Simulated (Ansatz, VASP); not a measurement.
BaTiO3: VASP beside Ansatz

Contents of INCAR:

```
PREC = Accurate
ENCUT = 520
EDIFF = 1E-6
ISMEAR = 0
SIGMA = 0.05
LREAL = F
LASPH = T
NELM = 60
ALGO = Normal
ISIF = 2
LWAVE = F
LCHARG = T
GGA = PE
LELF = T
LVHAR = T
NBANDS = 28
```

KPOINTS

```
regular mesh
0
Gamma
  8 8 8
```

The input POSCAR:

```
BaTiO3
1.0
    4.0192318615      0.0000000000      0.0000000000
    0.0000000000      4.0192318615      0.0000000000
    0.0000000000      0.0000000000      4.0192813204
Ba Ti O
1 1 3
Direct
    0.0000000000      0.0000000000      0.0000000000
    0.5000000000      0.5000000000      0.5000000000
    0.5000000000      0.5000000000      0.0000000000
    0.5000000000      0.0000000000      0.5000000000
    0.0000000000      0.5000000000      0.5000000000
```

Input for Ansatz:

```yaml
crystal:
  lattice:
    - [4.0192318613, 0.0, 0.0]
    - [0.0, 4.0192318613, 0.0]
    - [0.0, 0.0, 4.0192813205]
  atoms:
    - { symbol: Ba, position: [0.0, 0.0, 0.0] }
    - { symbol: Ti, position: [0.5, 0.5, 0.5] }
    - { symbol: O, position: [0.5, 0.5, 0.0] }
    - { symbol: O, position: [0.5, 0.0, 0.5] }
    - { symbol: O, position: [0.0, 0.5, 0.5] }
basis:
  ecutwfc: 420
kpoints:
  mp_grid: { grid: [8, 8, 8] }
hamiltonian:
  xc: pbe
scf:
  occupations: { method: gaussian, width: 0.05 }
output:
  forces: true
  stress: true
  eigenvalues: true
  write_density: true
  write_potential: true
  elf: true
  volumetric_format: npy
```

Alike in both runs: task single point; functional PBE; k mesh 8 × 8 × 8; occupations gaussian, width 0.05 eV; no spin polarisation.

```csv
,VASP,Ansatz
version,VASP 6.6.1,Ansatz 0.2.0
potentials or method,"VASP PAW PBE potentials, release 64 (Ba_sv, Ti_sv, O), cutoff 520 eV","scalar-relativistic, plane waves, PAW"
valence electrons in the cell,40,40
```

VASP gave:

- gap on the k mesh at the Fermi level (eV): 1.72
- least direct gap on the mesh (eV): 1.88
- pressure (GPa): 1.7

**Question.** Estimate Ansatz's values.

**Answer.** gap on the k mesh at the Fermi level (eV): 1.78; least direct gap on the mesh (eV): 1.90; pressure (GPa): 0.0.

Ansatz's warnings: near symmetry operations not taken.

Neither program's run includes spin-orbit coupling.
